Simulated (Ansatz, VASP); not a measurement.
## Two plane-wave programs on Mg

The input INCAR:

```
ALGO     = Fast           # electronic algorithm
EDIFF    = 1E-6           # SCF threshold, eV
EDIFFG   = -0.005         # ionic threshold
ENCUT    = 600            # plane-wave cutoff, eV
GGA      = PE             # functional
IBRION   = 2              # ionic algorithm
ISIF     = 3              # what is computed and relaxed
ISMEAR   = 0              # smearing method
LASPH    = T              # aspherical terms in the spheres
LCHARG   = F              # write CHGCAR
LREAL    = F              # projectors in reciprocal space
LWAVE    = F              # write WAVECAR
NELM     = 80             # most SCF steps
NSW      = 100            # ionic steps
PREC     = Accurate       # precision mode
SIGMA    = 0.1            # smearing width, eV
```

The input KPOINTS:

```
k-points
0
Gamma
  15 15 8
```

Contents of POSCAR:

```
Mg
1.0
    3.2092715325      0.0000000000      0.0000000000
   -1.6046357662      2.7793106748      0.0000000000
    0.0000000000      0.0000000000      5.2103300000
Mg
2
Direct
    0.3333333333      0.6666666667      0.2500000000
    0.6666666667      0.3333333333      0.7500000000
```

Input for Ansatz:

```yaml
crystal:
  lattice:
    - [3.2092715325, 0.0, 0.0]
    - [-1.6046357662, 2.7793106748, 0.0]
    - [0.0, 0.0, 5.21033]
  atoms:
    - { symbol: Mg, position: [0.3333333333, 0.6666666667, 0.25] }
    - { symbol: Mg, position: [0.6666666667, 0.3333333333, 0.75] }
basis:
  ecutwfc: 420
kpoints:
  mp_grid: { grid: [15, 15, 8] }
hamiltonian:
  xc: pbe
scf:
  occupations: { method: gaussian, width: 0.1 }
output:
  forces: true
  stress: true
  eigenvalues: true
relax:
  adjacent_minimum: "off"
  f_tol: 0.005
  max_steps: 80
  cell: { stress_tol: 0.05 }
```

Alike in both runs: task relaxation of cell and atoms; functional PBE; k mesh 15 × 15 × 8; occupations gaussian, width 0.1 eV; no spin polarisation.

|  | VASP | Ansatz |
| --- | --- | --- |
| version | VASP 6.6.1 | Ansatz 0.2.0 |
| potentials or method | VASP PAW PBE potentials, release 64 (Mg), cutoff 600 eV | scalar-relativistic, plane waves, PAW |
| valence electrons in the cell | 4 | 20 |

```csv
,VASP,Ansatz,Ansatz less VASP
"gap on the k mesh at the Fermi level, each at its own relaxed structure (eV)",none,none,-
relaxed volume (Å³/atom),22.85,22.93,+0.076
relaxed cell length with the largest relative difference (Å),3.206,3.210,+0.0041
```

A gap of «none» marks a metal or a gap that the smearing closes. VASP's potentials hold 4 valence electrons a cell and Ansatz's 20, so a difference there can come from the potentials and not from the codes.
